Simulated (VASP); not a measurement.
## KBr: single point with PBE

KBr:

```
K Br
1.0
     0.00000    3.29250    3.29250
     3.29250    0.00000    3.29250
     3.29250    3.29250    0.00000
K Br
1 1
Cartesian
  0.0000 0.0000 0.0000
  3.2925 3.6461 3.6461
```

This cell differs from its parent crystal: all Br atoms moved -0.500 Å, as atom 2 towards its neighbour atom 2 (Br) at 4.656 Å.

```yaml
Program: VASP 6.6.1
Task: single point
Functional: PBE
Potentials_or_basis: VASP PAW PBE potentials, release 64 (K_sv, Br)
Cutoff: 520 eV
k_mesh: 6 × 6 × 6
Occupations: gaussian, width 0.05 eV
Spin: no spin polarisation
Dipole_correction: no
Further_INCAR_settings: ALGO = Normal; EDIFF = 1e-06; NBANDS = 15
```

The pressure is 2.3 GPa and the largest force is 0.749 eV/Å. The band gap on the k mesh is 4.51 eV, direct.

Forces on the atoms (eV/Å):
```
K    0.000  0.529  0.529
Br   0.000 -0.529 -0.529
```

Stress tensor (GPa, compression positive):
```
 0.52  0.00  0.00
 0.00  3.23 -0.86
 0.00 -0.86  3.23
```

Levels at points of the mesh, in eV from the valence-band top:
| k point | band 5 | band 6 | band 7 | band 8 | band 9 | band 10 | band 11 | band 12 |
| --- | --- | --- | --- | --- | --- | --- | --- | --- |
| (0.00, 0.00, 0.00) | -11.07 | -0.02 | -0.01 | 0.00 | 4.51 | 7.63 | 7.92 | 8.09 |
| (0.50, 0.00, 0.00) | -10.86 | -1.11 | -0.31 | -0.27 | 6.65 | 8.35 | 9.32 | 9.87 |
| (0.00, 0.50, 0.00) | -10.77 | -1.11 | -0.25 | -0.18 | 6.51 | 7.96 | 9.32 | 9.47 |
| (0.50, 0.50, 0.00) | -11.00 | -0.72 | -0.28 | -0.22 | 6.09 | 7.22 | 8.65 | 9.57 |
| (0.00, 0.50, 0.50) | -11.04 | -0.76 | -0.30 | -0.26 | 6.24 | 7.14 | 9.55 | 9.65 |

Wall time 78 s on 1 thread of Intel Xeon 8259CL, on a shared host, peak memory 0.23 GiB.

Caveat: the cell differs from its parent crystal (all Br atoms moved -0.500 Å, as atom 2 towards its neighbour atom 2 (Br) at 4.656 Å).
